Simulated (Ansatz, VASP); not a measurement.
**Ru: VASP beside Ansatz**

```xyz
4
Lattice="2.6676 0.0000 0.0000 -1.3338 2.3102 0.0000 0.0000 0.0000 8.6647" Properties=species:S:1:pos:R:3 pbc="T T T"
Ru    0.0000    0.0000    0.0000
Ru    0.0000    1.5401    2.1662
Ru    0.0000    0.0000    4.3324
Ru    1.3338    0.7701    6.4986
```

Alike in both runs: task relaxation of cell and atoms; functional PBEsol; k mesh 18 × 18 × 6; occupations gaussian, width 0.1 eV; no spin polarisation.

|  | VASP | Ansatz |
| --- | --- | --- |
| version | VASP 6.6.1 | Ansatz 0.2.0 |
| potentials or method | VASP PAW PBE potentials, release 64 (Ru_pv), cutoff 600 eV | scalar-relativistic, plane waves, PAW |
| valence electrons in the cell | 56 | 64 |

```csv
,VASP,Ansatz,Ansatz less VASP
"gap on the k mesh at the Fermi level, each at its own relaxed structure (eV)",none,none,-
relaxed volume (Å³/atom),13.36,13.37,+0.005
relaxed cell length with the largest relative difference (Å),8.618,8.619,+0.0015
```

VASP's potentials were made for PBE, not for PBEsol. A gap of «none» marks a metal or a gap that the smearing closes. VASP's potentials hold 56 valence electrons a cell and Ansatz's 64, so a difference there can come from the potentials and not from the codes.
